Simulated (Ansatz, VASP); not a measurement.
## Two plane-wave programs on Bi

File INCAR:

```
ALGO = Fast ; EDIFF = 1E-6
ENCUT = 520 ; GGA = PS
ISIF = 2 ; ISMEAR = 0
LASPH = T ; LCHARG = T
LELF = T ; LREAL = F
LVHAR = T ; LWAVE = F
NBANDS = 22 ; NELM = 80
PREC = Accurate ; SIGMA = 0.15
```

The input KPOINTS:

```
k-points
0
Gamma
  12 12 12
```

File POSCAR:

```
Bi
1.0
    2.2389046832      1.2926322216      3.9540000000
   -2.2389046832      1.2926322216      3.9540000000
    0.0000000000     -2.5852644431      3.9540000000
Bi
2
Direct
    0.2338900000      0.2338900000      0.2338900000
    0.7661100000      0.7661100000      0.7661100000
```

Input for Ansatz:

```yaml
crystal:
  lattice:
    - [2.2389046832, 1.2926322216, 3.954]
    - [-2.2389046832, 1.2926322216, 3.954]
    - [0.0, -2.5852644431, 3.954]
  atoms:
    - { symbol: Bi, position: [0.23389, 0.23389, 0.23389] }
    - { symbol: Bi, position: [0.76611, 0.76611, 0.76611] }
basis:
  ecutwfc: 420
kpoints:
  mp_grid: { grid: [12, 12, 12] }
hamiltonian:
  xc: pbesol
scf:
  occupations: { method: gaussian, width: 0.15 }
output:
  forces: true
  stress: true
  eigenvalues: true
```

Change from the starting cell: strain -0.015 along x and y, +0.000 along z, atoms carried along.

Alike in both runs: task single point; functional PBEsol; k mesh 12 × 12 × 12; occupations gaussian, width 0.15 eV; no spin polarisation.

|  | VASP | Ansatz |
| --- | --- | --- |
| version | VASP 6.6.1 | Ansatz 0.2.0 |
| potentials or method | VASP PAW PBE potentials, release 64 (Bi_d), cutoff 520 eV | scalar-relativistic, plane waves, PAW |
| valence electrons in the cell | 30 | 30 |

Ansatz gave:

```
gap on the k mesh at the Fermi level (eV)                     : none
pressure (GPa)                                                : 1.0
traceless stress, the component that is largest in VASP (GPa) : -0.36
rms of the force components (eV/Å)                            : 0.142
```

Question: Which values does VASP return?

Answer: gap on the k mesh at the Fermi level (eV): none; pressure (GPa): 0.9; traceless stress, the component that is largest in VASP (GPa): -0.36; rms of the force components (eV/Å): 0.147.

VASP's potentials were made for PBE, not for PBEsol. Atom by atom the forces differ by 0.004 eV/Å (rms over components). A gap of «none» marks a metal or a gap that the smearing closes. The functional is the same, so the differences come from potentials, cutoffs and numerics.

Spin-orbit coupling is off throughout.
